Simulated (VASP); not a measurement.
Input of a VASP 6.6.1 run:

File INCAR:

```
PREC = Accurate
ENCUT = 520
EDIFF = 1E-6
ISMEAR = 0
SIGMA = 0.1
LREAL = F
LASPH = T
NELM = 100
ALGO = Normal
ISIF = 2
LWAVE = F
LCHARG = F
GGA = PS
NBANDS = 19
```

KPOINTS

```
regular mesh
0
Gamma
  14 14 14
```

File POSCAR:

```
Cr
1.0
    2.9268602757      0.0000000000      0.0000000000
    0.0000000000      2.9268602757      0.0000000000
    0.0000000000      0.0000000000      2.7569456157
Cr
2
Direct
    0.0000000000      0.0000000000      0.0000000000
    0.5000000000      0.5000000000      0.5000000000
```

Potentials or basis: VASP PAW PBE potentials, release 64 (Cr_pv).

Launch:

```console
$ cat potpaw_PBE.64/Cr_pv/POTCAR > POTCAR
$ mpirun -np 1 vasp_std > vasp.out
```

What does it give for the pressure?

-14.3 GPa.

Estimate the band gap on the k mesh.

zero (band 12 reaches 11.60 eV, above the bottom of band 13 at 9.93 eV).

Stress tensor (GPa, compression positive):
```
-21.14   0.00   0.00
  0.00 -21.14   0.00
  0.00   0.00  -0.54
```

Caveat: the cell differs from its parent crystal (biaxial strain in the a-b plane: +4.0 %, then relaxed in part); the PAW data sets were made with another functional, which shifts forces and pressure a little; the run has no spin polarisation, though such a crystal can be magnetic. Spin polarisation is off, so any magnetic state and its effect on volume and gap are missing.
